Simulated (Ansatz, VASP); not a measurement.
## One calculation of Fe, two programs

INCAR

```
PREC = Accurate ; ENCUT = 520
EDIFF = 1E-7 ; ISMEAR = -1
SIGMA = 0.1 ; LREAL = False
LASPH = True ; NELM = 100
ALGO = Normal ; ISIF = 2
LWAVE = False ; LCHARG = False
GGA = RP ; NBANDS = 15
```

KPOINTS

```
Automatic mesh
0
Gamma
  12 12 12
```

POSCAR

```
Fe
1.0
    0.0000000000      2.4583365409      2.4583365409
    2.4583365409      0.0000000000      2.4583365409
    2.4583365409      2.4583365409      0.0000000000
Fe
2
Direct
    0.1250000000      0.1250000000      0.1250000000
    0.8750000000      0.8750000000      0.8750000000
```

Input for Ansatz:

```yaml
crystal:
  lattice:
    - [0.0, 2.4583365409, 2.4583365409]
    - [2.4583365409, 0.0, 2.4583365409]
    - [2.4583365409, 2.4583365409, 0.0]
  atoms:
    - { symbol: Fe, position: [0.125, 0.125, 0.125] }
    - { symbol: Fe, position: [0.875, 0.875, 0.875] }
hamiltonian:
  xc: rpbe
  pseudopotentials:
    kind: paw
    azcp:
      Fe: "pseudopotentials/Fe.paw.azcp"
basis:
  ecutwfc: 420
  fft_grid_basis: typed
kpoints:
  mp_grid: { grid: [12, 12, 12], shift: [0, 0, 0] }
magnetization:
  spin_polarized: false
scf:
  occupations: { method: fermi_dirac, width: 0.1 }
  lower_state_search: "off"
output:
  stress: true
```

Alike in both runs: task single point; functional RPBE; k mesh 12 × 12 × 12; occupations fermi-dirac, width 0.1 eV; no spin polarisation.

|  | VASP | Ansatz |
| --- | --- | --- |
| version | VASP 6.6.1 | Ansatz 0.2.0 |
| potentials or method | VASP PAW PBE potentials, release 64 (Fe), cutoff 520 eV | plane waves (420 eV) with PAW, scalar-relativistic |
| valence electrons in the cell | 16 | 32 |

VASP gave:

| Item | Value |
| --- | --- |
| pressure (GPa) | -1.2 |

Which values does Ansatz return?

Pressure (GPa): 0.0.

VASP's potentials were made for PBE, not for RPBE. With one functional, cell and mesh, what is left measures potentials, basis and numerics. VASP's potentials hold 16 valence electrons a cell and Ansatz's 32, so a difference there can come from the potentials and not from the codes.
